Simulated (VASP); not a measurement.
Crystal: Sr.

```
Sr
1.0
     0.00000    3.04235    3.04235
     3.04235    0.00000    3.04235
     3.04235    3.04235    0.00000
Sr
1
Direct
  0.00000 0.00000 0.00000
```

* Program: VASP 6.6.1
* Task: relaxation of volume and atoms at fixed shape
* Functional: PBEsol
* Potentials or basis: VASP PAW PBE potentials, release 64 (Sr_sv)
* Cutoff: 600 eV
* k mesh: 12 × 12 × 12
* Occupations: fermi-dirac, width 0.05 eV
* Spin: no spin polarisation

At the start: pressure -0.9 GPa; volume 56.32 Å³/atom.

Problem. Where does the relaxation end?

Solution. Over 4 steps the energy falls by 12.4 meV/atom and the volume is 51.97 Å³/atom (-7.7 %); space group Fm-3m (No. 225, to 0.05 Å).

Step by step:
| step | energy change (eV) | largest force (eV/Å) | pressure (GPa) | volume (Å³) |
| --- | --- | --- | --- | --- |
| 1 | 0.0000 | 0.0000 | -0.87 | 56.32 |
| 2 | -0.0099 | 0.0000 | -0.42 | 53.86 |
| 3 | -0.0124 | 0.0000 | 0.04 | 51.81 |
| 4 | -0.0124 | 0.0000 | 0.00 | 51.97 |

Final structure:
```cif
data_structure
_symmetry_space_group_name_H-M 'P 1'
_symmetry_Int_Tables_number 1
_cell_length_a 4.1888
_cell_length_b 4.1888
_cell_length_c 4.1888
_cell_angle_alpha 60.000
_cell_angle_beta 60.000
_cell_angle_gamma 60.000
_cell_volume 51.97
loop_
_atom_site_label
_atom_site_type_symbol
_atom_site_fract_x
_atom_site_fract_y
_atom_site_fract_z
_atom_site_occupancy
Sr1 Sr 0.00000 0.00000 0.00000 1
```

Caveat: the PAW data sets were made with another functional, which shifts forces and pressure a little.
